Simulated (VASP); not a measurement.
Input of a VASP 6.6.1 run:

INCAR

```
PREC     = Accurate       # precision mode
ENCUT    = 520            # plane-wave cutoff, eV
EDIFF    = 1E-6           # SCF threshold, eV
ISMEAR   = -1             # smearing method
SIGMA    = 0.05           # smearing width, eV
LREAL    = False          # projectors in reciprocal space
LASPH    = True           # aspherical terms in the spheres
NELM     = 150            # most SCF steps
ALGO     = Fast           # electronic algorithm
ISIF     = 2              # what is computed and relaxed
LWAVE    = False          # write WAVECAR
LCHARG   = False          # write CHGCAR
ISPIN    = 2              # spin polarisation
MAGMOM   = 2              # initial moments
LORBIT   = 11             # projections on sites
LMAXMIX  = 4              # l up to which the mixer works
GGA      = PE             # functional
NBANDS   = 16             # bands
```

The input KPOINTS:

```
Automatic mesh
0
Gamma
  11 12 13
```

File POSCAR:

```
V
1.0
   -1.4047360326      1.6733789900      1.6802551773
    1.5344925415     -1.5205068387      1.6571395350
    1.2975040760      1.4132748821     -1.5273830260
V
1
Direct
    0.0000000000      0.0000000000      0.0000000000
```

Potentials or basis: VASP PAW PBE potentials, release 64 (V_sv).

Run with:

```console
$ cat potpaw_PBE.64/V_sv/POTCAR > POTCAR
$ mpirun -np 1 vasp_std > vasp.out
```

**Question.** Predict the pressure.

**Answer.** -10.1 GPa.

**Question.** Predict the net moment.

**Answer.** 0.00 μB per cell.

Stress tensor (GPa, compression positive):
```
 -2.95  -0.52  -0.98
 -0.52 -10.43  -2.80
 -0.98  -2.80 -17.00
```

Caveat: the cell stands under tension.
